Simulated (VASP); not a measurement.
AlSn, 2 atoms in the cell. The structure is hexagonal, space group P-6m2 (No. 187). Conventional cell: a = 4.030 Å, b = 4.030 Å, c = 3.307 Å, α = 90.00°, β = 90.00°, γ = 120.00°. Sn (site symmetry -6m2) has 6 Al at 2.85 Å and 2 Sn at 3.31 Å within 3.8 Å. Al (site symmetry -6m2) has 6 Sn at 2.85 Å and 2 Al at 3.31 Å within 3.8 Å. 

| Item | Value |
| --- | --- |
| Program | VASP 6.6.1 |
| Task | single point |
| Functional | PBEsol |
| Potentials or basis | VASP PAW PBE potentials, release 64 (Sn_d, Al) |
| Cutoff | 500 eV |
| k mesh | 7 × 7 × 7 |
| Occupations | fermi-dirac, width 0.05 eV |
| Spin | no spin polarisation |
| Dipole correction | no |
| Further INCAR settings | ALGO = Normal; EDIFF = 1e-06; NBANDS = 16 |

Potentials or basis: VASP PAW PBE potentials, release 64 (Sn_d, Al).

The run is started by

```console
$ cat potpaw_PBE.64/Sn_d/POTCAR potpaw_PBE.64/Al/POTCAR > POTCAR
$ mpirun -np 1 vasp_std > vasp.out
```

Hardware: 1 thread of Intel(R) Xeon(R) Platinum 8259CL CPU @ 2.50GHz (Skylake/Cascade Lake) (shared host).

Q: How long does it take, and how much memory?

A: Wall time 15 s on 1 thread of Intel(R) Xeon(R) Platinum 8259CL CPU @ 2.50GHz (Skylake/Cascade Lake), with other jobs on the host, peak memory 0.16 GiB. Counts: scf iterations 10, k points 32.
